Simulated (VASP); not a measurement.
# ZnS: single point with PBE

ZnS:

```
Zn S
1.0
     3.69167    0.00000    0.00000
    -1.84584    3.19708    0.00000
     0.00000    0.00000    6.30533
Zn S
2 2
Cartesian
  0.0000 2.1314 0.0329
  1.8458 1.0657 3.1856
  0.0000 2.1314 2.3946
  1.8458 1.0657 5.5473
```

This cell differs from its parent crystal: strain -0.040 along x and y, +0.000 along z.

- Program: VASP 6.6.1
- Task: single point
- Functional: PBE
- Potentials or basis: VASP PAW PBE potentials, release 64 (Zn, S)
- Cutoff: 520 eV
- k mesh: 12 × 12 × 4
- Occupations: gaussian, width 0.05 eV
- Spin: no spin polarisation

- Pressure: 7.1 GPa
- Largest force: 0.348 eV/Å
- Band gap on the k mesh: 2.32 eV

Forces on the atoms (eV/Å):
```
Zn   0.000  0.000  0.348
Zn   0.000  0.000  0.348
S    0.000  0.000 -0.348
S    0.000  0.000 -0.348
```

Stress tensor (GPa, compression positive):
```
9.36 0.00 0.00
0.00 9.36 0.00
0.00 0.00 2.68
```

Levels at points of the mesh, in eV from the valence-band top:
```
           k point  band 16  band 17  band 18  band 19  band 20  band 21
(0.00, 0.00, 0.00)    -0.26     0.00     0.00     2.32     3.45     6.11
(0.50, 0.00, 0.00)    -2.35    -1.90    -1.05     3.73     4.23     4.87
(0.00, 0.00, 0.50)    -0.45    -0.45    -0.45     3.84     3.84     6.67
(0.50, 0.00, 0.50)    -1.94    -1.75    -1.75     3.42     3.42     5.07
```

Run time: 43 s on 1 thread of Intel(R) Xeon(R) 6975P-C (Granite Rapids), on a shared host, peak memory 0.24 GiB.

Caveat: the cell differs from its parent crystal (strain -0.040 along x and y, +0.000 along z); the cell stands under pressure. A k mesh can miss the band edges.
